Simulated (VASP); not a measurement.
Input of a VASP 6.6.1 run:

INCAR

```
  PREC = Accurate
  ENCUT = 520
  EDIFF = 1E-6
  ISMEAR = -1
  SIGMA = 0.15
  LREAL = F
  LASPH = T
  NELM = 60
  ALGO = Normal
  ISIF = 2
  LWAVE = F
  LCHARG = T
  LELF = T
  LVHAR = T
  NBANDS = 18
```

Contents of KPOINTS:

```
regular mesh
0
Gamma
  12 12 12
```

POSCAR

```
TiAl3
1.0
    3.7324236050      0.0000000000      0.0000000000
    0.0000000000      3.7324236050      0.0000000000
    0.0000000000      0.0000000000      3.7324236050
Ti Al
1 3
Direct
    0.0000000000      0.0000000000      0.0000000000
    0.5000000000      0.5000000000      0.0000000000
    0.5000000000      0.0000000000      0.5000000000
    0.0000000000      0.5000000000      0.5000000000
```

Potentials or basis: VASP PAW LDA potentials, release 64 (Ti_sv, Al).

Launch:

```console
$ cat potpaw_LDA.64/Ti_sv/POTCAR potpaw_LDA.64/Al/POTCAR > POTCAR
$ mpirun -np 1 vasp_std > vasp.out
```

**Question.** Predict the pressure.

**Answer.** 22.3 GPa.
